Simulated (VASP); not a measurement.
## Bi2Se3: single point with PBE+D3(BJ)

The system is Bi2Se3, a slab with vacuum.

```
Se Bi
1.0
     4.14295    0.00000    0.00000
    -2.07147    3.58790    0.00000
     0.00000    0.00000   39.98244
Se Bi
3 2
Cartesian
  0.0000 0.0000 16.4956
  2.0715 1.1960 19.9912
  0.0000 2.3919 23.4868
  0.0000 2.3919 18.0691
  0.0000 0.0000 21.9134
```

This cell differs from its parent crystal: atoms taken out.

| Item | Value |
| --- | --- |
| Program | VASP 6.6.1 |
| Task | single point |
| Functional | PBE |
| Dispersion | D3(BJ) |
| Potentials or basis | VASP PAW PBE potentials, release 64 (Se, Bi_d) |
| Cutoff | 520 eV |
| k mesh | 12 × 12 × 1 |
| Occupations | gaussian, width 0.02 eV |
| Spin | no spin polarisation |

```yaml
Largest_force: 0.049 eV/Å
Band_gap_on_the_k_mesh: 0.89 eV (least direct gap 1.27 eV)
Dispersion_energy_per_atom: -0.317 eV
```

Forces on the atoms (eV/Å):
```
Se   0.000  0.000  0.007
Se   0.000  0.000  0.000
Se   0.000  0.000 -0.007
Bi   0.000  0.000 -0.049
Bi   0.000  0.000  0.049
```

Levels at points of the mesh, in eV from the valence-band top:
| k point | band 20 | band 21 | band 22 | band 23 | band 24 | band 25 | band 26 | band 27 | band 28 | band 29 |
| --- | --- | --- | --- | --- | --- | --- | --- | --- | --- | --- |
| (0.00, 0.00, 0.00) | -1.01 | -0.72 | -0.66 | -0.66 | -0.38 | 0.89 | 2.15 | 2.15 | 2.66 | 3.18 |
| (0.50, 0.00, 0.00) | -2.06 | -1.75 | -1.01 | -0.81 | -0.57 | 1.72 | 2.84 | 2.91 | 3.60 | 4.44 |

Wall time 4.8 min on 1 thread of Intel(R) Xeon(R) 6975P-C (Granite Rapids), with other jobs on the host, peak memory 0.8 GiB.

Caveat: the cell differs from its parent crystal (atoms taken out); spin-orbit coupling is left out, which moves the levels of the heavy elements.
